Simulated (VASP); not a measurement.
Wanted: the native input for a VASP 6.6.1 run.

- Task: relaxation of cell and atoms
- Functional: PBE
- Potentials or basis: VASP PAW PBE potentials, release 64 (W_sv, Bi_d)
- Cutoff: 600 eV
- k mesh: 12 × 12 × 12
- Occupations: fermi-dirac, width 0.1 eV
- Spin: no spin polarisation
- Target pressure: 38 GPa
- Dipole correction: no
- Further INCAR settings: ALGO = Normal; EDIFF = 1e-07; IBRION = 2; EDIFFG = -0.005; NSW = 32; ISIF = 3

The structure of BiW (zincblende type) lies in POSCAR:

```
BiW
1.0
    0.0000000000      2.8848320384      2.8848320384
    2.8848320384      0.0000000000      2.8848320384
    2.8848320384      2.8848320384      0.0000000000
W Bi
1 1
Direct
    0.0000000000      0.0000000000      0.0000000000
    0.2500000000      0.2500000000      0.2500000000
```

The input as run:

INCAR

```
SYSTEM = BiW
PREC = Accurate
ENCUT = 600
EDIFF = 1E-7
ISMEAR = -1
SIGMA = 0.1
LREAL = .FALSE.
LASPH = .TRUE.
NELM = 100
ALGO = Normal
ISIF = 3
LWAVE = .FALSE.
LCHARG = .FALSE.
GGA = PE
IBRION = 2
NSW = 32
EDIFFG = -0.005
PSTRESS = 380.0
```

KPOINTS

```
regular mesh
0
G
  12 12 12
  0 0 0
```

Potentials or basis: VASP PAW PBE potentials, release 64 (W_sv, Bi_d).

Launch:

```console
$ cat potpaw_PBE.64/W_sv/POTCAR potpaw_PBE.64/Bi_d/POTCAR > POTCAR
$ mpirun -np 1 vasp_std > vasp.out
```

Results of the run:

```
Relaxed volume                                             : 24.04 Å³/atom
Relaxed cell                                               : a = 4.082 Å, b = 4.082 Å, c = 4.082 Å, α = 60.00°, β = 60.00°, γ = 60.00°
Space group after relaxing (to 0.1 Å)                      : F-43m (No. 216)
Energy change on relaxing (the run minimises the enthalpy) : -7.3 meV/atom
Ionic steps                                                : 3
Pressure after relaxing                                    : 38.0 GPa
Band gap on the k mesh                                     : zero (an odd number of electrons rules out a gap without spin polarisation)
```

Caveat: the cell is relaxed towards a set pressure, so the run minimises the enthalpy, not the energy; spin-orbit coupling is left out, which moves the levels of the heavy elements.

Run time: 100 s on 1 thread of Intel(R) Xeon(R) Platinum 8488C (Sapphire Rapids) (shared host), peak memory 0.26 GiB.
